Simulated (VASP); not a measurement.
A run of VASP 6.6.1 is set up as follows.

Contents of INCAR:

```
PREC = Accurate
ENCUT = 520
EDIFF = 1E-8
ISMEAR = -1
SIGMA = 0.08
LREAL = False
LASPH = True
NELM = 100
ALGO = Normal
ISIF = 2
LWAVE = False
LCHARG = False
LEFG = True
NBANDS = 18
```

Contents of KPOINTS:

```
regular mesh
0
Gamma
  9 9 9
```

The input POSCAR:

```
Sb2Au
1.0
    0.0000000000      3.2830215134      3.2830215134
    3.2830215134      0.0000000000      3.2830215134
    3.2830215134      3.2830215134      0.0000000000
Sb Au
2 1
Direct
    0.2500000000      0.2500000000      0.2500000000
    0.7500000000      0.7500000000      0.7500000000
    0.0000000000      0.0000000000      0.0000000000
```

Potentials or basis: VASP PAW LDA potentials, release 64 (Sb, Au).

The run is started by

```bash
$ cat potpaw_LDA.64/Sb/POTCAR potpaw_LDA.64/Au/POTCAR > POTCAR
$ mpirun -np 1 vasp_std > vasp.out
```

**Question.** Estimate the band gap on the k mesh.

**Answer.** Zero (an odd number of electrons rules out a gap without spin polarisation).

**Question.** Estimate the pressure.

**Answer.** 7.8 GPa.

Caveat: the cell stands under pressure; spin-orbit coupling is left out, which moves the levels of the heavy elements.
